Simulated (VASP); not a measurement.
Write the native input for VASP 6.6.1 that does the following.

```
Task                   : single point
Functional             : PBE
Dispersion             : D3(BJ)
Potentials or basis    : VASP PAW PBE potentials, release 64 (O_h, H_h, C_h, N_h)
Cutoff                 : 1000 eV
k mesh                 : 1 × 1 × 1
Occupations            : fermi-dirac, width 0.02 eV
Spin                   : no spin polarisation
Dipole correction      : no
Further INCAR settings : LREAL = Auto; ALGO = Normal; EDIFF = 1e-06; NBANDS = 39
```

The structure of H11C2NO4 lies in POSCAR:

```
H11C2NO4
1.0
    5.9154820000      0.0000000000      0.0000000000
    0.0000000000      5.9154820000      0.0000000000
    0.0000000000      0.0000000000      5.9154820000
O H C N
4 11 2 1
Direct
    0.4922337689      0.3876776229      0.8170086563
    0.0021638135      0.8177524672      0.9465669915
    0.7285458734      0.3765204594      0.4169567247
    0.1082921054      0.2539099941      0.1066354356
    0.3437758749      0.3515858894      0.8801480589
    0.5310809838      0.5413590980      0.7954888545
    0.1146314028      0.7286473021      0.8698192303
   -0.1296766688      0.8412839393      0.8372944081
    0.8748906682      0.3218334533      0.4600977570
    0.6515952546      0.3330413312      0.5548153134
   -0.0233117098      0.3469877856      0.0694448905
    0.0554139122      0.1040320975      0.0596739201
    0.5175909588      0.6763607767      0.1988510826
    0.2909822057      0.8696839919      0.2988260297
    0.5518907842      0.9765729995      0.1738488935
    0.4746865936      0.8428898947      0.2789459929
    0.5622027081      0.8513422913      0.5052504597
    0.6400492809      0.8422644173      0.6819900728
```

These files were run (other wordings do the same):

INCAR

```
PREC = Accurate ; ENCUT = 1000
EDIFF = 1E-6 ; ISMEAR = -1
SIGMA = 0.02 ; LREAL = Auto
LASPH = T ; NELM = 120
ALGO = Normal ; ISIF = 2
LWAVE = F ; LCHARG = F
GGA = PE ; IVDW = 12
NBANDS = 39 ; GGA_COMPAT = F
```

KPOINTS

```
Automatic mesh
0
Gamma
  1 1 1
```

Potentials or basis: VASP PAW PBE potentials, release 64 (O_h, H_h, C_h, N_h).

Command:

```sh
$ cat potpaw_PBE.64/O_h/POTCAR potpaw_PBE.64/H_h/POTCAR potpaw_PBE.64/C_h/POTCAR potpaw_PBE.64/N_h/POTCAR > POTCAR
$ mpirun -np 1 vasp_gam > vasp.out
```

Results of the run:

```json
{
 "Pressure": "1.0 GPa",
 "Largest force": "2.161 eV/Å",
 "Dispersion energy per atom": "-0.037 eV"
}
```

Caveat: the k points lie up to 1.06 Å⁻¹ apart, too coarse for converged energies, forces and pressures; the atoms stand as in a frame of molecular dynamics.

Run time: 44 s on 1 thread of AMD EPYC 7R13 Processor (Zen 3), with other jobs on the host, peak memory 0.49 GiB.
